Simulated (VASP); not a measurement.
The system is Si2W.

```
Si W
1.0
    -1.61453    1.61453    3.93355
     1.61453   -1.61453    3.93355
     1.61453    1.61453   -3.93355
Si W
2 1
Direct
  0.33456 0.33456 0.00000
  0.66544 0.66544 0.00000
  0.00000 0.00000 0.00000
```

```yaml
Program: VASP 6.6.1
Task: relaxation of cell and atoms
Functional: PBE
Dispersion: D3(BJ)
Potentials_or_basis: VASP PAW PBE potentials, release 64 (Si, W_sv)
Cutoff: 600 eV
k_mesh: 18 × 18 × 18
Occupations: gaussian, width 0.1 eV
Spin: no spin polarisation
```

At the start: pressure -6.7 GPa; volume 13.67 Å³/atom.

Task: Where does the relaxation end?

Result: Over 8 steps the energy falls by 8.9 meV/atom and the volume is 13.26 Å³/atom (-3.0 %); space group I4/mmm (No. 139, to 0.1 Å) before and after.

The path:
| step | energy change (eV) | largest force (eV/Å) | pressure (GPa) | volume (Å³) |
| --- | --- | --- | --- | --- |
| 1 | 0.0000 | 0.0069 | -6.73 | 41.01 |
| 2 | 0.0648 | 0.2422 | 14.56 | 37.70 |
| 3 | -0.0262 | 0.0752 | -0.09 | 39.82 |
| 4 | -0.0262 | 0.0771 | 0.03 | 39.79 |
| 5 | -0.0266 | 0.0086 | 0.04 | 39.77 |
| 6 | -0.0266 | 0.0215 | 0.04 | 39.77 |
| 7 | -0.0267 | 0.0032 | -0.06 | 39.79 |
| 8 | -0.0267 | 0.0006 | -0.05 | 39.79 |

Final structure:
```yaml
crystal:
  lattice:
    - [-1.59710, 1.59710, 3.89949]
    - [1.59710, -1.59710, 3.89949]
    - [1.59710, 1.59710, -3.89949]
  atoms:
    - { symbol: Si, position: [0.33412, 0.33412, 0.00000] }
    - { symbol: Si, position: [0.66588, 0.66588, 0.00000] }
    - { symbol: W, position: [0.00000, 0.00000, 0.00000] }
```
